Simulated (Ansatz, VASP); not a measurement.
**One calculation of F, two programs**

INCAR

```
  PREC = Accurate
  ENCUT = 520
  EDIFF = 1E-7
  ISMEAR = 0
  SIGMA = 0.05
  LREAL = F
  LASPH = T
  NELM = 100
  ALGO = Normal
  ISIF = 2
  LWAVE = F
  LCHARG = F
  GGA = PS
  NBANDS = 22
```

File KPOINTS:

```
regular mesh
0
Gamma
  4 4 2
```

The input POSCAR:

```
F
1.0
    3.1291544055     -1.7984322814     -0.2413473825
    3.1291544055      1.7984322814     -0.2413473825
   -2.3528850754      0.0000000000      7.2022286687
F
4
Direct
    0.0848459664      0.0848459664      0.0820156542
    0.9151540336      0.9151540336      0.9179843458
    0.5015719855      0.5015719855      0.5937195244
    0.4984280145      0.4984280145      0.4062804756
```

Input for Ansatz:

```yaml
crystal:
  lattice:
    - [3.1291544055, -1.7984322814, -0.2413473825]
    - [3.1291544055, 1.7984322814, -0.2413473825]
    - [-2.3528850754, 0.0, 7.2022286687]
  atoms:
    - { symbol: F, position: [0.0848459664, 0.0848459664, 0.0820156542] }
    - { symbol: F, position: [0.9151540336, 0.9151540336, 0.9179843458] }
    - { symbol: F, position: [0.5015719855, 0.5015719855, 0.5937195244] }
    - { symbol: F, position: [0.4984280145, 0.4984280145, 0.4062804756] }
basis:
  ecutwfc: 520.0
kpoints:
  mp_grid: { grid: [4, 4, 2] }
hamiltonian:
  xc: pbesol
scf:
  occupations: { method: gaussian, width: 0.05 }
output:
  forces: true
  stress: true
  eigenvalues: true
```

Alike in both runs: task single point; functional PBEsol; k mesh 4 × 4 × 2; occupations gaussian, width 0.05 eV; no spin polarisation.

|  | VASP | Ansatz |
| --- | --- | --- |
| version | VASP 6.6.1 | Ansatz 0.2.0 |
| potentials or method | VASP PAW PBE potentials, release 64 (F), cutoff 520 eV | scalar-relativistic, plane waves, PAW |
| valence electrons in the cell | 28 | 28 |

VASP gave:

```
gap on the k mesh at the Fermi level (eV)                     : 2.75
least direct gap on the mesh (eV)                             : 2.79
pressure (GPa)                                                : 5.2
traceless stress, the component that is largest in VASP (GPa) : 7.77
rms of the force components (eV/Å)                            : 2.681
```

Which values does Ansatz return?

gap on the k mesh at the Fermi level (eV): 2.82; least direct gap on the mesh (eV): 2.86; pressure (GPa): 4.5; traceless stress, the component that is largest in VASP (GPa): 7.09; rms of the force components (eV/Å): 2.336.

VASP's potentials were made for PBE, not for PBEsol. Atom by atom the forces differ by 0.390 eV/Å (rms over components).

The k mesh is coarse, so the values compare programs but aren't converged.
